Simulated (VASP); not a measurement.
Lu, 2 atoms in the cell. It takes space group P6_3/mmc (No. 194, hexagonal). Conventional cell: a = 3.528 Å, b = 3.528 Å, c = 5.501 Å, α = 90.00°, β = 90.00°, γ = 120.00°. Within 4.5 Å of Lu (site symmetry -6m2) lie 12 Lu at 3.42 to 3.53 Å. 

```yaml
Program: VASP 6.6.1
Task: single point
Functional: PBE
Potentials_or_basis: VASP PAW PBE potentials, release 64 (Lu)
Cutoff: 520 eV
k_mesh: 12 × 12 × 6
Occupations: fermi-dirac, width 0.05 eV
Spin: no spin polarisation
Dipole_correction: no
Further_INCAR_settings: ALGO = Normal; EDIFF = 1e-07; NBANDS = 32
```

Potentials or basis: VASP PAW PBE potentials, release 64 (Lu).

The run is started by

```console
$ cat potpaw_PBE.64/Lu/POTCAR > POTCAR
$ mpirun -np 1 vasp_std > vasp.out
```

Hardware: 1 thread of Intel Xeon 8259CL, with other jobs on the host.

Q: Estimate the wall time of this run.

A: Run time: 3.9 min on 1 thread of Intel Xeon 8259CL, on a shared host, peak memory 0.26 GiB. Counts: scf iterations 14, k points 76.
